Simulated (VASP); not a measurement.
BP (pbe): single point with PBE

The system is BP (pbe).

```
CELL_PARAMETERS angstrom
0.00000 2.27415 2.27415
2.27415 0.00000 2.27415
2.27415 2.27415 0.00000
ATOMIC_POSITIONS crystal
B 0.00000 0.00000 0.00000
P 0.25000 0.25000 0.25000
```

- Program: VASP 6.6.1
- Task: single point
- Functional: PBE
- Potentials or basis: VASP PAW PBE potentials, release 64 (B, P)
- Cutoff: 500 eV
- k mesh: 10 × 10 × 10
- Occupations: gaussian, width 0.02 eV
- Spin: no spin polarisation

The pressure is -0.2 GPa and the band gap on the k mesh is 1.25 eV, indirect (least direct gap 3.39 eV).

Levels at points of the mesh, in eV from the valence-band top:
| k point | band 1 | band 2 | band 3 | band 4 | band 5 | band 6 | band 7 | band 8 | band 9 |
| --- | --- | --- | --- | --- | --- | --- | --- | --- | --- |
| (0.00, 0.00, 0.00) | -15.40 | 0.00 | 0.00 | 0.00 | 3.39 | 3.39 | 3.39 | 7.27 | 11.47 |
| (0.50, 0.00, 0.00) | -12.10 | -8.98 | -1.75 | -1.75 | 3.74 | 4.71 | 4.71 | 10.10 | 14.58 |
| (0.50, 0.50, 0.00) | -10.58 | -8.55 | -4.09 | -4.09 | 1.35 | 1.67 | 12.06 | 12.06 | 15.15 |

It took 14 s on 1 thread of AMD EPYC 7R43 64-Core Processor (Zen 3), on a shared host, peak memory 0.1 GiB.

A k mesh can miss the band edges.
